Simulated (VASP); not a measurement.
# Hf8O15: single point with PBE

The system is Hf8O15.

```xyz
23
Lattice="-5.2021 5.1159 0.2081 -5.2021 0.2081 5.1159 0.0030 5.3269 5.3269" Properties=species:S:1:pos:R:3 pbc="T T T"
Hf   -5.1165    7.9117    3.0226
Hf   -7.8535    5.5411    7.9924
Hf   -2.6271    2.9005    5.3518
Hf   -5.1396    5.2649    0.3374
Hf   -5.1165    5.4791    5.4552
Hf   -7.8579    8.2660   10.7173
Hf   -7.8249   10.6921    8.2356
Hf   -5.1366    8.1209    8.1353
O    -9.3732    6.7307    6.7932
O    -6.1501    3.8745    6.3259
O    -6.1213    6.2972    3.8407
O    -9.3680    9.4231    9.4804
O    -4.1711    4.1339    4.0662
O    -6.1079    6.4621    8.9134
O    -6.0774    8.9758    6.5193
O    -4.1659    6.8210    6.7585
O    -6.8530    3.7451    3.7528
O    -3.5965    1.5603    4.0115
O    -6.8481    6.4142    6.3799
O    -1.6510    1.0934    1.0805
O    -3.5945    4.2174    6.6688
O    -3.5867    6.6703    4.2137
O    -1.6459    3.7206    3.7497
```

```
Program                : VASP 6.6.1
Task                   : single point
Functional             : PBE
Potentials or basis    : VASP PAW PBE potentials, release 64 (Hf_pv, O)
Cutoff                 : 520 eV
k mesh                 : 2 × 2 × 2, shifted
Occupations            : gaussian, width 0.1 eV
Spin                   : no spin polarisation
Dipole correction      : no
Further INCAR settings : LREAL = Auto; ALGO = Normal; EDIFF = 1e-06; NBANDS = 102; ISYM = 0
```

```
Pressure               : -2.9 GPa
Largest force          : 0.162 eV/Å
Band gap on the k mesh : 1.46 eV
```

Forces on the atoms (eV/Å):
```
Hf  -0.005 -0.031 -0.002
Hf   0.046  0.073  0.073
Hf   0.008 -0.031 -0.031
Hf  -0.058  0.021 -0.058
Hf  -0.004 -0.001 -0.031
Hf   0.052 -0.108 -0.108
Hf   0.022 -0.016 -0.015
Hf  -0.059 -0.058  0.021
O   -0.001 -0.012  0.008
O    0.016  0.010  0.011
O    0.033  0.015  0.015
O    0.001  0.006  0.018
O   -0.001  0.008 -0.012
O    0.030  0.017  0.018
O    0.040  0.022  0.020
O    0.001  0.017  0.005
O   -0.027  0.019  0.015
O    0.004  0.006  0.007
O   -0.028  0.014  0.011
O   -0.027  0.015  0.019
O    0.004  0.003  0.003
O   -0.014 -0.001  0.000
O   -0.030  0.010  0.014
```

Stress tensor (GPa, compression positive):
```
-2.89  0.00  0.00
 0.00 -2.93  0.16
 0.00  0.16 -2.93
```

Levels at points of the mesh, in eV from the valence-band top:
```csv
k point,band 81,band 82,band 83,band 84,band 85,band 86,band 87,band 88,band 89,band 90
"(0.25, 0.25, 0.25)",-2.99,-2.99,-2.88,-2.67,-0.22,1.86,1.91,2.05,2.23,2.31
```

It took 3.1 min on 1 thread of Intel(R) Xeon(R) 6975P-C (Granite Rapids), on a shared host, peak memory 0.4 GiB.

Caveat: spin-orbit coupling is left out, which moves the levels of the heavy elements; a shifted mesh leaves out Γ, where band edges can lie. A k mesh can miss the band edges.
